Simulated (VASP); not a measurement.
Here is a VASP 6.6.1 calculation.

Contents of INCAR:

```
SYSTEM = Ba4Zr4NO11
PREC = Accurate ; ENCUT = 520
EDIFF = 1E-6 ; ISMEAR = -1
SIGMA = 0.05 ; LREAL = .False.
LASPH = .True. ; NELM = 120
ALGO = Normal ; ISIF = 2
LWAVE = .False. ; LCHARG = .True.
GGA = PE ; LELF = .True.
LVHAR = .True. ; NBANDS = 96
NELECT = 158.0 ; GGA_COMPAT = .False.
```

KPOINTS

```
Automatic mesh
0
Gamma
  1 1 2
  0 0 0
```

The input POSCAR:

```
Ba4Zr4NO11
1.0
    8.3826800000      0.0000000000      0.0000000000
    0.0000000000      8.3826800000      0.0000000000
    0.0000000000      0.0000000000      4.1913400000
Ba Zr O N
4 4 11 1
Direct
    0.0000000000      0.0000000000      0.0000000000
    0.0000000000      0.5000000000      0.0000000000
    0.5000000000      0.0000000000      0.0000000000
    0.5000000000      0.5000000000      0.0000000000
    0.2500000000      0.2500000000      0.5000000000
    0.2500000000      0.7500000000      0.5000000000
    0.7500000000      0.2500000000      0.5000000000
    0.7500000000      0.7500000000      0.5000000000
    0.0000000000      0.2500000000      0.5000000000
    0.2500000000      0.0000000000      0.5000000000
    0.0000000000      0.7500000000      0.5000000000
    0.2500000000      0.5000000000      0.5000000000
    0.2500000000      0.7500000000      0.0000000000
    0.5000000000      0.2500000000      0.5000000000
    0.7500000000      0.0000000000      0.5000000000
    0.7500000000      0.2500000000      0.0000000000
    0.5000000000      0.7500000000      0.5000000000
    0.7500000000      0.5000000000      0.5000000000
    0.7500000000      0.7500000000      0.0000000000
    0.2500000000      0.2500000000      0.0000000000
```

Potentials or basis: VASP PAW PBE potentials, release 64 (Ba_sv, Zr_sv, O, N).

Launch:

```sh
$ cat potpaw_PBE.64/Ba_sv/POTCAR potpaw_PBE.64/Zr_sv/POTCAR potpaw_PBE.64/O/POTCAR potpaw_PBE.64/N/POTCAR > POTCAR
$ mpirun -np 1 vasp_std > vasp.out
```

(1) Estimate the largest force.

Results:

(1) 0.360 eV/Å.

Caveat: the k points lie up to 0.75 Å⁻¹ apart; the cell carries a net charge on a neutralising background, which shifts energy and pressure.
